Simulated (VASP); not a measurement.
# SnO2 (P4_2/mnm) in VASP: notebook

The runs below take SnO2 through single point, with PBE, PBE+D3(BJ).

Program: VASP 6.6.1. These are calculated values, not measurements. Logs are shortened: lines on timing, memory, paths and dates and some standing lists are left out, and cuts for length are marked.

## Step 1: The cell of the first run

Symmetry: P4_2/mnm, No. 136, tetragonal system. The conventional cell has a = 5.035 Å, b = 5.035 Å, c = 3.274 Å, α = 90.00°, β = 90.00°, γ = 90.00°. Within 2.8 Å of Sn (site symmetry mmm) lie 6 O at 2.12 to 2.21 Å. Within 2.8 Å of O (site symmetry m2m) lie 3 Sn at 2.12 to 2.21 Å and 1 O at 2.71 Å.

## Step 2: Single point, PBE (volume scaled by 1.10, then relaxed in part)

Contents of INCAR:

```
ALGO = Normal
EDIFF = 1E-6
ENCUT = 520
GGA = PE
ISIF = 2
ISMEAR = 0
LASPH = True
LCHARG = False
LREAL = False
LWAVE = False
NBANDS = 64
NELM = 60
PREC = Accurate
SIGMA = 0.02
```

Contents of KPOINTS:

```
k-points
0
Gamma
  6 6 6
```

Contents of POSCAR:

```
SnO2
1.0
   -3.2744090695      3.5602941723      3.5602941723
    3.2744090695     -3.5602941723      3.5602941723
    3.2744090695      3.5602941723     -3.5602941723
Sn O
4 8
Direct
    1.0000000000      0.2500000000      0.7500000000
    0.0000000000      0.7500000000      0.2500000000
    0.5000000000      0.5000000000      0.5000000000
    0.5000000000      0.0000000000      0.0000000000
    0.1899702874      0.1899702874      0.5000000000
    0.6899702874      0.7500000000      0.9399702874
    0.1899702874      0.6899702874      1.0000000000
    0.3100297126      0.7500000000      0.5600297126
    0.6899702874      0.2500000000      0.4399702874
    0.3100297126      0.2500000000      0.0600297126
    0.8100297126      0.3100297126      0.0000000000
    0.8100297126      0.8100297126      0.5000000000
```

Potentials or basis: VASP PAW PBE potentials, release 64 (Sn_d, O).

The run is started by

```console
$ cat potpaw_PBE.64/Sn_d/POTCAR potpaw_PBE.64/O/POTCAR > POTCAR
$ mpirun -np 1 vasp_std > vasp.out
```

OUTCAR:

```text
EDIFF = 1E-6
   ENCUT = 520
   GGA = PE
   ISIF = 2
   ISMEAR = 0
   LASPH = True
   LREAL = False
   NELM = 60
   PREC = Accurate

 ion  position               nearest neighbor table
   1  0.000  0.250  0.750-   5 2.12   7 2.12  11 2.12  12 2.12   9 2.21  10 2.21   2 3.27   2 3.27

   2  0.000  0.750  0.250-   5 2.12   7 2.12  11 2.12  12 2.12   6 2.21   8 2.21   1 3.27   1 3.27

   3  0.500  0.500  0.500-   6 2.12   8 2.12   9 2.12  10 2.12   5 2.21  12 2.21   4 3.27   4 3.27

   4  0.500  0.000  0.000-   6 2.12   8 2.12   9 2.12  10 2.12   7 2.21  11 2.21   3 3.27   3 3.27

   5  0.190  0.190  0.500-   1 2.12   2 2.12   3 2.21
   6  0.690  0.750  0.940-   3 2.12   4 2.12   2 2.21
   7  0.190  0.690  0.000-   1 2.12   2 2.12   4 2.21
   8  0.310  0.750  0.560-   3 2.12   4 2.12   2 2.21
   9  0.690  0.250  0.440-   3 2.12   4 2.12   1 2.21
  10  0.310  0.250  0.060-   3 2.12   4 2.12   1 2.21
  11  0.810  0.310  0.000-   1 2.12   2 2.12   4 2.21
  12  0.810  0.810  0.500-   1 2.12   2 2.12   3 2.21

  LATTYP: Found a body centered tetragonal cell.
 ALAT       =     7.1205883446
 C/A-ratio  =     0.9197018311

  Lattice vectors:

 A1 = (  -3.2744090695,   3.5602941723,  -3.5602941723)
 A2 = (  -3.2744090695,  -3.5602941723,   3.5602941723)
 A3 = (   3.2744090695,   3.5602941723,   3.5602941723)

Analysis of symmetry for initial positions (statically):
=====================================================================
 Subroutine PRICEL returns following result:

  LATTYP: Found a simple tetragonal cell.
 ALAT       =     5.0350163045
 C/A-ratio  =     0.6503274014

  Lattice vectors:

 A1 = (   0.0000000000,  -3.5602941723,  -3.5602941723)
 A2 = (   0.0000000000,   3.5602941723,  -3.5602941723)
 A3 = (   3.2744090695,   0.0000000000,   0.0000000000)

   2 primitive cells build up your supercell.

 Routine SETGRP: Setting up the symmetry group for a
 body centered tetragonal supercell.

 Subroutine GETGRP returns: Found 16 space group operations
 (whereof  4 operations were pure point group operations)
 out of a pool of 16 trial point group operations.

The static configuration has the point symmetry C_2h.
 The point group associated with its full space group is D_4h.

Analysis of symmetry for dynamics (positions and initial velocities):
=====================================================================
 Subroutine PRICEL returns following result:

  LATTYP: Found a simple tetragonal cell.
 ALAT       =     5.0350163045
 C/A-ratio  =     0.6503274014

  Lattice vectors:

 A1 = (   0.0000000000,  -3.5602941723,  -3.5602941723)
 A2 = (   0.0000000000,   3.5602941723,  -3.5602941723)
 A3 = (   3.2744090695,   0.0000000000,   0.0000000000)

   2 primitive cells build up your supercell.

 Routine SETGRP: Setting up the symmetry group for a
 body centered tetragonal supercell.

 Subroutine GETGRP returns: Found 16 space group operations
 (whereof  4 operations were pure point group operations)
 out of a pool of 16 trial point group operations.

The dynamic configuration has the point symmetry C_2h.
 The point group associated with its full space group is D_4h.

 Subroutine INISYM returns: Found 16 space group operations
 (whereof  4 operations are pure point group operations),
 and found     2 'primitive' translations

----------------------------------------------------------------------------------------

                                     Primitive cell

  volume of cell :      83.0108

  direct lattice vectors                    reciprocal lattice vectors
     0.000000000 -3.560294172 -3.560294172     0.000000000 -0.140437833 -0.140437833
     0.000000000  3.560294172 -3.560294172     0.000000000  0.140437833 -0.140437833
     3.274409069  0.000000000  0.000000000     0.305398617  0.000000000  0.000000000

  length of vectors
     5.035016305  5.035016305  3.274409069     0.198609089  0.198609089  0.305398617

  position of ions in fractional coordinates (direct lattice)
     0.000000000  0.500000000  0.000000000
     0.500000000  0.000000000  0.500000000
     0.810029713  0.310029713  0.500000000
     0.310029713  0.189970287  0.000000000
     0.689970287  0.810029713  0.000000000
     0.189970287  0.689970287  0.500000000

  ion indices of the primitive-cell ions
   primitive index   ion index
                 1           1
                 2           3
                 3           5
                 4           9
                 5          10
                 6          11

----------------------------------------------------------------------------------------

 KPOINTS: k-points

Automatic generation of k-mesh.
 Grid dimensions read from file:
 generate k-points for:    6    6    6

 Generating k-lattice:

  Cartesian coordinates                     Fractional coordinates (reciprocal lattice)
     0.000000000  0.023406306  0.023406306     0.166666667  0.000000000  0.000000000
     0.025449885  0.000000000  0.023406306    -0.000000000  0.166666667  0.000000000
     0.025449885  0.023406306  0.000000000    -0.000000000  0.000000000  0.166666667

  Length of vectors
     0.033101515  0.034576752  0.034576752

  Shift w.r.t. Gamma in fractional coordinates (k-lattice)
     0.000000000  0.000000000  0.000000000

 Subroutine IBZKPT returns following result:
 ===========================================

 Found     30 irreducible k-points:

 Following reciprocal coordinates:
            Coordinates               Weight
  0.000000  0.000000  0.000000      1.000000
  0.166667  0.000000  0.000000      4.000000
  0.333333  0.000000  0.000000      4.000000
  0.500000  0.000000  0.000000      2.000000
  0.000000  0.166667  0.000000      8.000000
  0.166667  0.166667  0.000000     16.000000
[... 16 lines left out ...]
  0.166667 -0.166667  0.166667      4.000000
  0.333333 -0.166667  0.166667      8.000000
 [... further k-points ...]
   k-points           NKPTS =     30   k-points in BZ     NKDIM =     30   number of bands    NBANDS=     64
   number of dos      NEDOS =    301   number of ions     NIONS =     12
   total plane-waves  NPLWV = 110592
   dimension x,y,z NGX =    48 NGY =   48 NGZ =   48
   dimension x,y,z NGXF=    96 NGYF=   96 NGZF=   96
   ions per type =               4   8
   NGX,Y,Z   is equivalent  to a cutoff of  13.29, 13.29, 13.29 a.u.
   NGXF,Y,Z  is equivalent  to a cutoff of  26.57, 26.57, 26.57 a.u.
 SYSTEM =  unknown system
   PREC   = accura    normal or accurate (medium, high low for compatibility)
   ISTART =      0    job   : 0-new  1-cont  2-samecut
   ICHARG =      2    charge: 1-file 2-atom 10-const
   ISPIN  =      1    spin polarized calculation?
   LNONCOLLINEAR =      F non collinear calculations
   LSORBIT =      F    spin-orbit coupling
   LASPH  =      T    aspherical Exc in radial PAW
   ENCUT  =  520.0 eV  38.22 Ry    6.18 a.u.  11.17 11.17 11.17*2*pi/ulx,y,z
   NELM   =     60;   NELMIN=  2; NELMDL= -5     # of ELM steps
   EDIFF  = 0.1E-05   stopping-criterion for ELM
   LREAL  =      F    real-space projection
   EDIFFG = 0.1E-04   stopping-criterion for IOM
   NSW    =      0    number of steps for IOM
   IBRION =     -1    ionic relax: 0-MD 1-quasi-New 2-CG
   NFREE  =      0    steps in history (QN), initial steepest desc. (CG)
   ISIF   =      2    stress and relaxation
   ISYM   =      2    0-nonsym 1-usesym 2-fastsym
   POTIM  = 0.5000    time-step for ionic-motion
   TEBEG  =    0.0;   TEEND  =   0.0 temperature during run
   PSTRESS=    0.0 pullay stress
   NELECT =     104.0000    total number of electrons
   NUPDOWN=      -1.0000    fix difference up-down
   EMIN   =  10.00;   EMAX   =-10.00  energy-range for DOS
   EFERMI =   0.00;   METHOD = LEGACY
   ISMEAR =     0;   SIGMA  =   0.02  broadening in eV -4-tet -1-fermi 0-gaus
   EFERMI_NEDOS =   21; number of points for ismear=-14 and -15
   IALGO  =     38    algorithm
   IMIX   =      4    mixing-type and parameters
     AMIX     =   0.40;   BMIX     =  1.00
     AMIX_MAG =   1.60;   BMIX_MAG =  1.00
  volume/ion in A,a.u.               =      13.84        93.36
  Fermi-wavevector in a.u.,A,eV,Ry     =   1.400762  2.647057 26.696460  1.962134
  Thomas-Fermi vector in A             =   2.523690
   LORBIT       =      0    0 simple, 1 ext, 2 COOP (PROOUT), +10 PAW based schemes
   GGA     = PE    functional components
   LHFCALC =     F    Hartree Fock is set to
   AEXX    =    0.0000 exact exchange contribution
   IVDW    =     0    specifies the selected vdW correction
   LEPSILON=     F    determine dielectric tensor
   LRPA    =     F    only Hartree local field effects (RPA)
 non-spin polarized calculation
 Gauss-broadening in eV      SIGMA  =   0.02
  energy-cutoff  :      520.00
  volume of cell :      166.02
 maximum number of plane-waves:      4496
 NGX is ok and might be reduce to    48
   NGX = 23   NGY = 23   NGZ = 23

 number of electron     103.9999982 magnetization

 Free energy of the ion-electron system (eV)
  ---------------------------------------------------
  ext. energy  EPLUGINS =         0.00000000
  ---------------------------------------------------
  free energy    TOTEN  =       -74.05017875 eV

  energy without entropy =      -74.05010174  energy(sigma->0) =      -74.05014024

 E-fermi :   4.4567     XC(G=0): -10.4650

 val. band max:        4.4456732312   @ k =   0.0000   0.0000   0.0000
 cond. band min:       4.4677649265   @ k =   0.0000   0.0000   0.0000
 fundamental gap:      0.0220916953
 Fermi energy:         4.4567190873

 k-point     1 :       0.0000    0.0000    0.0000
  band No.  band energies     occupation
      1     -16.4819      2.00000
      2     -16.3874      2.00000
      3     -16.3874      2.00000
      4     -16.0502      2.00000
      5     -15.9809      2.00000
      6     -15.9809      2.00000
[... 56 lines left out ...]
     63      14.3287      0.00000
     64      14.4938      0.00000

 k-point     2 :       0.1667    0.0000    0.0000
  band No.  band energies     occupation
      1     -16.4555      2.00000
      2     -16.4096      2.00000
      3     -16.4096      2.00000
      4     -16.0774      2.00000
      5     -15.9495      2.00000
      6     -15.9495      2.00000
[... 56 lines left out ...]
     63      14.3535      0.00000
     64      14.5206      0.00000

 k-point     3 :       0.3333    0.0000    0.0000
  band No.  band energies     occupation
      1     -16.4468      2.00000
      2     -16.4468      2.00000
      3     -16.3809      2.00000
      4     -16.1587      2.00000
      5     -15.8950      2.00000
      6     -15.8950      2.00000
[... 1396 lines left out ...]
     63      14.3816      0.00000
     64      14.5360      0.00000

 k-point    24 :       0.3333   -0.1667    0.1667
  band No.  band energies     occupation
      1     -16.4628      2.00000
      2     -16.4078      2.00000
      3     -16.3720      2.00000
      4     -16.1800      2.00000
      5     -15.9480      2.00000
      6     -15.8676      2.00000
[... 56 lines left out ...]
     63      14.1294      0.00000
     64      14.5292      0.00000

 [... further k-points ...]
[... 5 lines left out ...]
  --------------------------------------------------------------------------------------
  -------------------------------------------------------------------------------------
  Total      -11.6127289    -11.8795888    -11.8795888      0.0000000     -0.0000000      0.0000000
  in kB     -112.0676269   -114.6429352   -114.6429352      0.0000000     -0.0000000      0.0000000
  external PRESSURE =    -113.7844991 kB  Pullay stress =       0.0000000 kB

 VOLUME and BASIS-vectors are now :
 -----------------------------------------------------------------------------
  energy-cutoff  :      520.00
  volume of cell :      166.02
      direct lattice vectors                 reciprocal lattice vectors
    -3.274409069  3.560294172  3.560294172     0.000000000  0.140437833  0.140437833
     3.274409069 -3.560294172  3.560294172     0.152699308  0.000000000  0.140437833
     3.274409069  3.560294172 -3.560294172     0.152699308  0.140437833  0.000000000

 POSITION                                       TOTAL-FORCE (eV/Angst)
 -----------------------------------------------------------------------------------
      3.27441      1.78015     -1.78015         0.000000     -0.000000      0.000000
      3.27441     -1.78015      1.78015         0.000000     -0.000000      0.000000
      1.63720      1.78015      1.78015         0.000000     -0.000000      0.000000
     -1.63720      1.78015      1.78015         0.000000     -0.000000      0.000000
      1.63720      1.78015     -0.42745         0.000000     -0.000000      0.028937
      3.27441      3.13285      1.78015         0.000000      0.028937      0.000000
      1.63720     -1.78015      3.13285         0.000000     -0.000000      0.028937
      3.27441      0.42745      1.78015         0.000000     -0.028937     -0.000000
      0.00000      3.13285      1.78015         0.000000      0.028937      0.000000
      0.00000      0.42745      1.78015         0.000000     -0.028937     -0.000000
     -1.63720      1.78015      3.98774        -0.000000     -0.000000     -0.028937
      1.63720      1.78015      3.98774        -0.000000     -0.000000     -0.028937
 -----------------------------------------------------------------------------------
    total drift:                                0.000000      0.000000     -0.000000

  FREE ENERGIE OF THE ION-ELECTRON SYSTEM (eV)
  ---------------------------------------------------
  free  energy   TOTEN  =       -74.0501787504 eV

  energy  without entropy=      -74.0501017379  energy(sigma->0) =      -74.05014024
```

Run time: 5.4 min. Hardware: 1 thread of Intel Xeon Platinum 8488C (Sapphire Rapids), shared host; peak memory 0.44 GiB.

What came out:

| Property | Result |
| --- | --- |
| Free energy | -74.0502 eV |
| Pressure | -11.4 GPa |
| Largest force | 0.029 eV/Å |

Forces on the atoms (eV/Å):
```
Sn   0.000  0.000  0.000
Sn   0.000  0.000  0.000
Sn   0.000  0.000  0.000
Sn   0.000  0.000  0.000
O    0.000  0.000  0.029
O    0.000  0.029  0.000
O    0.000  0.000  0.029
O    0.000 -0.029  0.000
O    0.000  0.029  0.000
O    0.000 -0.029  0.000
O    0.000  0.000 -0.029
O    0.000  0.000 -0.029
```

Stress tensor (GPa, compression positive):
```
-11.21   0.00   0.00
  0.00 -11.46   0.00
  0.00   0.00 -11.46
```

Caveat: spin-orbit coupling is left out, which moves the levels of the heavy elements.

(Part 1 of 2 ends here.)
